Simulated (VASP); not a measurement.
Crystal: NaF.

```
Na F
1.0
     0.00000    2.34974    2.34974
     2.34974    0.00000    2.34974
     2.34974    2.34974    0.00000
Na F
1 1
Direct
  0.00000 0.00000 0.00000
  0.50000 0.50000 0.50000
```

| Quantity | Value |
| --- | --- |
| Program | VASP 6.6.1 |
| Task | relaxation of cell and atoms |
| Functional | LDA |
| Potentials or basis | VASP PAW LDA potentials, release 64 (Na_pv, F) |
| Cutoff | 600 eV |
| k mesh | 8 × 8 × 8 |
| Occupations | fermi-dirac, width 0.02 eV |
| Spin | no spin polarisation |

At the start: pressure -6.0 GPa; volume 12.97 Å³/atom.

Problem. Where does the relaxation end?

Solution. Over 16 steps the energy falls by 34.4 meV/atom and the volume is 11.37 Å³/atom (-12.3 %); space group Fm-3m (No. 225, to 0.1 Å) before and after.

Step by step:
```csv
step,energy change (eV),largest force (eV/Å),pressure (GPa),volume (Å³)
1,0.0000,0.0000,-6.02,25.95
2,-0.0532,0.0000,-3.32,24.16
3,-0.0688,0.0000,-0.35,22.86
4,-0.0689,0.0000,0.07,22.72
5,-0.0689,0.0000,-0.14,22.78
6,-0.0689,0.0000,-0.13,22.78
7,-0.0689,0.0000,-0.11,22.78
8,-0.0689,0.0000,-0.12,22.78
9,-0.0689,0.0000,-0.12,22.78
10,-0.0689,0.0000,-0.12,22.78
11,-0.0689,0.0000,-0.12,22.78
12,-0.0689,0.0000,-0.12,22.77
13,-0.0689,0.0000,-0.11,22.77
14,-0.0689,0.0000,-0.09,22.77
15,-0.0689,0.0000,-0.07,22.76
16,-0.0689,0.0000,-0.02,22.75
```

Final structure:
```yaml
crystal:
  lattice:
    - [0.00000, 2.24895, 2.24895]
    - [2.24895, 0.00000, 2.24895]
    - [2.24895, 2.24895, 0.00000]
  atoms:
    - { symbol: Na, position: [0.00000, 0.00000, 0.00000] }
    - { symbol: F, position: [0.50000, 0.50000, 0.50000] }
```
